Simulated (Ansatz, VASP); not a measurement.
# One calculation of Cl, two programs

```
Cl
1.0
     2.74589    0.00000    0.00000
     0.00000    2.74589    0.00000
     0.00000    0.00000    2.74589
Cl
1
Cartesian
  0.0000 0.0000 0.0000
```

Change from the starting cell: volume scaled by 1, crystal datasets.

Alike in both runs: task single point; functional LDA; k mesh 15 × 15 × 15; occupations fermi-dirac, width 0.08 eV; no spin polarisation.

|  | VASP | Ansatz |
| --- | --- | --- |
| version | VASP 6.6.1 | Ansatz 0.2.0 |
| potentials or method | VASP PAW LDA potentials, release 64 (Cl), cutoff 500 eV | all-electron PAW with datasets made for the crystal, scalar-relativistic |

|  | VASP | Ansatz | Ansatz less VASP |
| --- | --- | --- | --- |
| pressure (GPa) | -0.1 | 0.0 | +0.08 |

LDA's correlation is that of Perdew and Zunger in VASP and of Perdew and Wang (1992) in Ansatz. Ansatz ran all-electron here, and VASP with PAW potentials.
